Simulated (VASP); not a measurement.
# Sc (P-1) in VASP: notebook

Sc is run at these levels: PBEsol; tasks: relaxation of the atoms.

All numbers are computed with VASP 6.6.1; they aren't measurements. Logs are shortened: lines on timing, memory, paths and dates and some standing lists are left out, and cuts for length are marked.

### Step 1. The cell of the first run

The typed cell holds 2 atoms: a = 3.309 Å, b = 3.309 Å, c = 5.273 Å, α = 90.00°, β = 90.00°, γ = 120.00°.

### Step 2. Relaxation of the atoms, PBEsol

INCAR reads:

```
SYSTEM = Sc
  ALGO = Normal
  EDIFF = 1E-6
  EDIFFG = -0.02
  ENCUT = 520
  GGA = PS
  IBRION = 2
  ISIF = 2
  ISMEAR = -1
  LASPH = .TRUE.
  LCHARG = .FALSE.
  LREAL = .FALSE.
  LWAVE = .FALSE.
  NELM = 60
  NSW = 80
  PREC = Accurate
  SIGMA = 0.1
```

KPOINTS reads:

```
k-points
0
G
  7 7 4
  0 0 0
```

POSCAR reads:

```
Sc
1.0
    3.3090000000      0.0000000000      0.0000000000
   -1.6545000000      2.8656780600      0.0000000000
    0.0000000000      0.0000000000      5.2733000000
Sc
2
Direct
    0.3360028948      0.6712087278      0.2462533372
    0.6524859722      0.3111460424      0.7253771013
```

Potentials or basis: VASP PAW PBE potentials, release 64 (Sc_sv).

Command:

```
> cat potpaw_PBE.64/Sc_sv/POTCAR > POTCAR
> mpirun -np 1 vasp_std > vasp.out
```

OUTCAR:

```text
SYSTEM = Sc
   EDIFF = 1E-6
   EDIFFG = -0.02
   ENCUT = 520
   GGA = PS
   IBRION = 2
   ISIF = 2
   ISMEAR = -1
   LASPH = .TRUE.
   LREAL = .FALSE.
   NELM = 60
   NSW = 80
   PREC = Accurate

 ion  position               nearest neighbor table
   1  0.336  0.671  0.246-   2 3.12   2 3.19   2 3.20   2 3.30   2 3.36   2 3.37
   2  0.652  0.311  0.725-   1 3.12   1 3.19   1 3.20   1 3.30   1 3.36   1 3.37

  LATTYP: Found a hexagonal cell.
 ALAT       =     3.3090000000
 C/A-ratio  =     1.5936234512

  Lattice vectors:

 A1 = (   3.3090000000,   0.0000000000,   0.0000000000)
 A2 = (  -1.6545000000,   2.8656780600,   0.0000000000)
 A3 = (   0.0000000000,   0.0000000000,   5.2733000000)

Analysis of symmetry for initial positions (statically):
=====================================================================
 Subroutine PRICEL returns:
 Original cell was already a primitive cell.

 Routine SETGRP: Setting up the symmetry group for a
 hexagonal supercell.

 Subroutine GETGRP returns: Found  2 space group operations
 (whereof  1 operations were pure point group operations)
 out of a pool of 24 trial point group operations.

The static configuration has the point symmetry C_1 .
 The point group associated with its full space group is S_2 .

Analysis of symmetry for dynamics (positions and initial velocities):
=====================================================================
 Subroutine PRICEL returns:
 Original cell was already a primitive cell.

 Routine SETGRP: Setting up the symmetry group for a
 hexagonal supercell.

 Subroutine GETGRP returns: Found  2 space group operations
 (whereof  1 operations were pure point group operations)
 out of a pool of 24 trial point group operations.

The dynamic configuration has the point symmetry C_1 .
 The point group associated with its full space group is S_2 .

 Subroutine INISYM returns: Found  2 space group operations
 (whereof  1 operations are pure point group operations),
 and found     1 'primitive' translations

----------------------------------------------------------------------------------------

                                     Primitive cell

  volume of cell :      50.0042

  direct lattice vectors                    reciprocal lattice vectors
     3.309000000  0.000000000  0.000000000     0.302206105  0.174478776  0.000000000
    -1.654500000  2.865678060  0.000000000     0.000000000  0.348957552  0.000000000
     0.000000000  0.000000000  5.273300000     0.000000000  0.000000000  0.189634574

  length of vectors
     3.309000000  3.308999999  5.273300000     0.348957552  0.348957552  0.189634574

  position of ions in fractional coordinates (direct lattice)
     0.336002895  0.671208728  0.246253337
     0.652485972  0.311146042  0.725377101

  ion indices of the primitive-cell ions
   primitive index   ion index
                 1           1
                 2           2

----------------------------------------------------------------------------------------

 KPOINTS: k-points

Automatic generation of k-mesh.
 Grid dimensions read from file:
 generate k-points for:    7    7    4

 Generating k-lattice:

  Cartesian coordinates                     Fractional coordinates (reciprocal lattice)
     0.043172301  0.024925539  0.000000000     0.142857143  0.000000000  0.000000000
     0.000000000  0.049851079  0.000000000     0.000000000  0.142857143  0.000000000
     0.000000000  0.000000000  0.047408644     0.000000000  0.000000000  0.250000000

  Length of vectors
     0.049851079  0.049851079  0.047408644

  Shift w.r.t. Gamma in fractional coordinates (k-lattice)
     0.000000000  0.000000000  0.000000000

 Subroutine IBZKPT returns following result:
 ===========================================

 Found     99 irreducible k-points:

 Following reciprocal coordinates:
            Coordinates               Weight
  0.000000  0.000000  0.000000      1.000000
  0.142857  0.000000  0.000000      2.000000
  0.000000  0.142857  0.000000      2.000000
 -0.142857  0.142857  0.000000      2.000000
  0.285714 -0.000000  0.000000      2.000000
  0.000000  0.285714  0.000000      2.000000
[... 16 lines left out ...]
  0.285714  0.285714  0.000000      2.000000
 -0.285714 -0.428571  0.000000      2.000000
 [... further k-points ...]
   k-points           NKPTS =     99   k-points in BZ     NKDIM =     99   number of bands    NBANDS=     15
   number of dos      NEDOS =    301   number of ions     NIONS =      2
   total plane-waves  NPLWV =  31360
   dimension x,y,z NGX =    28 NGY =   28 NGZ =   40
   dimension x,y,z NGXF=    56 NGYF=   56 NGZF=   80
   ions per type =               2
   NGX,Y,Z   is equivalent  to a cutoff of  14.07, 14.07, 12.61 a.u.
   NGXF,Y,Z  is equivalent  to a cutoff of  28.13, 28.13, 25.22 a.u.
 SYSTEM =  Sc
   PREC   = accura    normal or accurate (medium, high low for compatibility)
   ISTART =      0    job   : 0-new  1-cont  2-samecut
   ICHARG =      2    charge: 1-file 2-atom 10-const
   ISPIN  =      1    spin polarized calculation?
   LNONCOLLINEAR =      F non collinear calculations
   LSORBIT =      F    spin-orbit coupling
   LASPH  =      T    aspherical Exc in radial PAW
   ENCUT  =  520.0 eV  38.22 Ry    6.18 a.u.   6.15  6.15  9.80*2*pi/ulx,y,z
   NELM   =     60;   NELMIN=  2; NELMDL= -5     # of ELM steps
   EDIFF  = 0.1E-05   stopping-criterion for ELM
   LREAL  =      F    real-space projection
   EDIFFG = -.2E-01   stopping-criterion for IOM
   NSW    =     80    number of steps for IOM
   IBRION =      2    ionic relax: 0-MD 1-quasi-New 2-CG
   NFREE  =      1    steps in history (QN), initial steepest desc. (CG)
   ISIF   =      2    stress and relaxation
   ISYM   =      2    0-nonsym 1-usesym 2-fastsym
   POTIM  = 0.5000    time-step for ionic-motion
   TEBEG  =    0.0;   TEEND  =   0.0 temperature during run
   PSTRESS=    0.0 pullay stress
   NELECT =      22.0000    total number of electrons
   NUPDOWN=      -1.0000    fix difference up-down
   EMIN   =  10.00;   EMAX   =-10.00  energy-range for DOS
   EFERMI =   0.00;   METHOD = LEGACY
   ISMEAR =    -1;   SIGMA  =   0.10  broadening in eV -4-tet -1-fermi 0-gaus
   EFERMI_NEDOS =   21; number of points for ismear=-14 and -15
   IALGO  =     38    algorithm
   IMIX   =      4    mixing-type and parameters
     AMIX     =   0.40;   BMIX     =  1.00
     AMIX_MAG =   1.60;   BMIX_MAG =  1.00
  volume/ion in A,a.u.               =      25.00       168.72
  Fermi-wavevector in a.u.,A,eV,Ry     =   1.245127  2.352948 21.093660  1.550340
  Thomas-Fermi vector in A             =   2.379363
   LORBIT       =      0    0 simple, 1 ext, 2 COOP (PROOUT), +10 PAW based schemes
   GGA     = PS    functional components
   LHFCALC =     F    Hartree Fock is set to
   AEXX    =    0.0000 exact exchange contribution
   IVDW    =     0    specifies the selected vdW correction
   LEPSILON=     F    determine dielectric tensor
   LRPA    =     F    only Hartree local field effects (RPA)
 conjugate gradient relaxation of ions
 non-spin polarized calculation
  energy-cutoff  :      520.00
  volume of cell :       50.00
 maximum number of plane-waves:      1387
 NGX is ok and might be reduce to    28
   NGX = 13   NGY = 13   NGZ = 19

--------------------------------------- Ionic step        1  -------------------------------------------

 number of electron      22.0000000 magnetization

 Free energy of the ion-electron system (eV)
  ---------------------------------------------------
  ext. energy  EPLUGINS =         0.00000000
  ---------------------------------------------------
  free energy    TOTEN  =       -13.22950158 eV

  energy without entropy =      -13.10340760  energy(sigma->0) =      -13.16645459

------------------------ aborting loop because EDIFF is reached ----------------------------------------

  FORCE on cell =-STRESS in cart. coord.  units (eV):
  Direction    XX          YY          ZZ          XY          YZ          ZX
  --------------------------------------------------------------------------------------
  -------------------------------------------------------------------------------------
  Total       -0.8050150     -0.5527865     -1.0343037     -0.0203465      0.0484047      0.0067207
  in kB      -25.7933587    -17.7117463    -33.1399634     -0.6519196      1.5509274      0.2153369
  external PRESSURE =     -25.5483561 kB  Pullay stress =       0.0000000 kB

 VOLUME and BASIS-vectors are now :
 -----------------------------------------------------------------------------
  energy-cutoff  :      520.00
  volume of cell :       50.00
      direct lattice vectors                 reciprocal lattice vectors
     3.309000000  0.000000000  0.000000000     0.302206105  0.174478776  0.000000000
    -1.654500000  2.865678060  0.000000000     0.000000000  0.348957552  0.000000000
     0.000000000  0.000000000  5.273300000     0.000000000  0.000000000  0.189634574
[... 181 lines left out ...]
 POSITION                                       TOTAL-FORCE (eV/Angst)
 -----------------------------------------------------------------------------------
     -0.00194      1.90035      1.24061        -0.007360     -0.045859      0.018785
      1.64754      0.91476      3.88309         0.007360      0.045859     -0.018785
 -----------------------------------------------------------------------------------
    total drift:                               -0.000002     -0.000003      0.000032

  FREE ENERGIE OF THE ION-ELECTRON SYSTEM (eV)
  ---------------------------------------------------
  free  energy   TOTEN  =       -13.2527610454 eV

  energy  without entropy=      -13.1283677006  energy(sigma->0) =      -13.19056437

--------------------------------------- Ionic step        7  -------------------------------------------

 number of electron      22.0000001 magnetization

 Free energy of the ion-electron system (eV)
  ---------------------------------------------------
  ext. energy  EPLUGINS =         0.00000000
  ---------------------------------------------------
  free energy    TOTEN  =       -13.25349221 eV

  energy without entropy =      -13.12916272  energy(sigma->0) =      -13.19132746

 E-fermi :   3.4969     XC(G=0):  -9.9315

 val. band max:        3.4361794269   @ k =   0.0000  -0.4286   0.2500
 cond. band min:       3.5502426323   @ k =   0.4286  -0.1429  -0.2500
 fundamental gap:      0.1140632055
 Fermi energy:         3.4969194737

 k-point     1 :       0.0000    0.0000    0.0000
  band No.  band energies     occupation
      1     -45.7440      2.00000
      2     -45.6814      2.00000
      3     -24.6456      2.00000
      4     -24.3134      2.00000
      5     -24.3128      2.00000
      6     -24.2559      2.00000
      7     -24.2555      2.00000
      8     -24.2436      2.00000
      9      -1.6181      2.00000
     10       1.8264      2.00000
     11       3.9237      0.02763
     12       5.0869      0.00000
     13       5.0896      0.00000
     14       5.1975      0.00000
     15       5.4952      0.00000
[... 397 lines left out ...]
 k-point    24 :      -0.2857   -0.4286    0.0000
  band No.  band energies     occupation
      1     -45.6815      2.00000
      2     -45.6702      2.00000
      3     -24.5360      2.00000
      4     -24.4915      2.00000
      5     -24.4457      2.00000
      6     -24.4398      2.00000
      7     -24.3850      2.00000
      8     -24.3677      2.00000
      9       2.2926      1.99999
     10       2.9959      1.98675
     11       3.0187      1.98339
     12       3.0738      1.97134
     13       4.4578      0.00013
     14       4.6296      0.00002
     15       5.3862      0.00000

 [... further k-points ...]

------------------------ aborting loop because EDIFF is reached ----------------------------------------

  FORCE on cell =-STRESS in cart. coord.  units (eV):
  Direction    XX          YY          ZZ          XY          YZ          ZX
  --------------------------------------------------------------------------------------
  -------------------------------------------------------------------------------------
  Total       -0.7024230     -0.6882769     -1.1976217     -0.0017622     -0.0004622     -0.0000491
  in kB      -22.5062244    -22.0529722    -38.3728096     -0.0564630     -0.0148080     -0.0015746
  external PRESSURE =     -27.6440021 kB  Pullay stress =       0.0000000 kB

 VOLUME and BASIS-vectors are now :
 -----------------------------------------------------------------------------
  energy-cutoff  :      520.00
  volume of cell :       50.00
      direct lattice vectors                 reciprocal lattice vectors
     3.309000000  0.000000000  0.000000000     0.302206105  0.174478776  0.000000000
    -1.654500000  2.865678060  0.000000000     0.000000000  0.348957552  0.000000000
     0.000000000  0.000000000  5.273300000     0.000000000  0.000000000  0.189634574

 POSITION                                       TOTAL-FORCE (eV/Angst)
 -----------------------------------------------------------------------------------
     -0.00398      1.88715      1.24259        -0.001598     -0.007051      0.006199
      1.64959      0.92797      3.88111         0.001598      0.007051     -0.006199
 -----------------------------------------------------------------------------------
    total drift:                                0.000000      0.000002      0.000032

  FREE ENERGIE OF THE ION-ELECTRON SYSTEM (eV)
  ---------------------------------------------------
  free  energy   TOTEN  =       -13.2534922096 eV

  energy  without entropy=      -13.1291627189  energy(sigma->0) =      -13.19132746

 reached required accuracy - stopping structural energy minimisation
```

Run time: 4 min. Hardware: 1 thread of AMD EPYC 7R43 (Zen 3), shared host; peak memory 0.18 GiB.

What came out:

```
Free energy                  : -13.2535 eV
Energy gained by relaxing    : 12.0 meV/atom
Ionic steps                  : 7
Pressure after relaxing      : -2.8 GPa
Largest force after relaxing : 0.010 eV/Å
Band gap on the k mesh       : zero (bands 11 and 12 overlap by 1.30 eV)
```

Forces in eV/Å, atoms in the order of the input:
```
Sc  -0.002 -0.007  0.006
Sc   0.002  0.007 -0.006
```

Step by step:
```tsv
step	energy change (eV)	largest force (eV/Å)	pressure (GPa)
1	0.0000	0.3774	-2.55
2	-0.0116	0.2605	-2.66
3	-0.0227	0.0592	-2.76
4	-0.0228	0.0611	-2.75
5	-0.0228	0.0625	-2.75
6	-0.0233	0.0501	-2.75
7	-0.0240	0.0095	-2.76
```

Final structure:
```cif
data_structure
_symmetry_space_group_name_H-M 'P 1'
_symmetry_Int_Tables_number 1
_cell_length_a 3.3090
_cell_length_b 3.3090
_cell_length_c 5.2733
_cell_angle_alpha 90.000
_cell_angle_beta 90.000
_cell_angle_gamma 120.000
_cell_volume 50.00
loop_
_atom_site_label
_atom_site_type_symbol
_atom_site_fract_x
_atom_site_fract_y
_atom_site_fract_z
_atom_site_occupancy
Sc1 Sc 0.32806 0.65853 0.23564 1
Sc2 Sc 0.66043 0.32382 0.73599 1
```

Levels at points of the mesh, in eV from the Fermi level:
| k point | band 8 | band 9 | band 10 | band 11 | band 12 | band 13 | band 14 | band 15 |
| --- | --- | --- | --- | --- | --- | --- | --- | --- |
| (0.00, 0.00, 0.00) | -27.74 | -5.12 | -1.67 | 0.43 | 1.59 | 1.59 | 1.70 | 2.00 |
| (0.00, 0.00, 0.50) | -27.78 | -3.63 | -3.63 | 0.88 | 0.88 | 1.53 | 1.53 | 1.53 |

Caveat: the PAW data sets were made with another functional, which shifts forces and pressure a little.

### Step 3. Relaxation of the atoms, PBEsol

INCAR reads:

```
  ALGO = Normal
  EDIFF = 1E-7
  EDIFFG = -0.02
  ENCUT = 520
  GGA = PS
  IBRION = 2
  ISIF = 2
  ISMEAR = -1
  LASPH = True
  LCHARG = False
  LREAL = False
  LWAVE = False
  NELM = 100
  NSW = 80
  PREC = Accurate
  SIGMA = 0.1
```

KPOINTS reads:

```
k-points
0
Gamma
  7 7 4
```

POSCAR is that of step 2.

Potentials or basis: VASP PAW PBE potentials, release 64 (Sc_sv).

Command:

```
> cat potpaw_PBE.64/Sc_sv/POTCAR > POTCAR
> mpirun -np 1 vasp_std > vasp.out
```

It took 3.7 min on 1 thread of Intel Xeon 8259CL, shared host; peak memory 0.22 GiB.

It converged, with:

```yaml
Free_energy: -13.2535 eV
Energy_gained_by_relaxing: 12.0 meV/atom
Ionic_steps: 6
Pressure_after_relaxing: -2.8 GPa
Largest_force_after_relaxing: 0.007 eV/Å
Band_gap_on_the_k_mesh: zero (bands 11 and 12 overlap by 1.30 eV)
```

Forces on the atoms (eV/Å):
```
Sc  -0.002 -0.007  0.001
Sc   0.002  0.007 -0.001
```

Stress tensor (GPa, compression positive):
```
-2.25 -0.01  0.00
-0.01 -2.19  0.00
 0.00  0.00 -3.83
```

The path:
| step | energy change (eV) | largest force (eV/Å) | pressure (GPa) |
| --- | --- | --- | --- |
| 1 | 0.0000 | 0.3769 | -2.56 |
| 2 | -0.0116 | 0.2619 | -2.66 |
| 3 | -0.0228 | 0.0609 | -2.75 |
| 4 | -0.0228 | 0.0616 | -2.75 |
| 5 | -0.0233 | 0.0486 | -2.75 |
| 6 | -0.0240 | 0.0071 | -2.76 |

Final structure:
```
Sc
1.0
     3.30900    0.00000    0.00000
    -1.65450    2.86568    0.00000
     0.00000    0.00000    5.27330
Sc
2
Cartesian
  -0.0039 1.8877 1.2433
  1.6495 0.9274 3.8804
```

Levels at points of the mesh, in eV from the Fermi level:
```
           k point  band 9  band 10  band 11  band 12  band 13  band 14
(0.00, 0.00, 0.00)   -5.11    -1.67     0.43     1.59     1.59     1.70
(0.00, 0.00, 0.50)   -3.63    -3.63     0.88     0.88     1.53     1.53
```

Caveat: the PAW data sets were made with another functional, which shifts forces and pressure a little.

The gap in the log of VASP goes by the Fermi energy; the results here count the filled bands.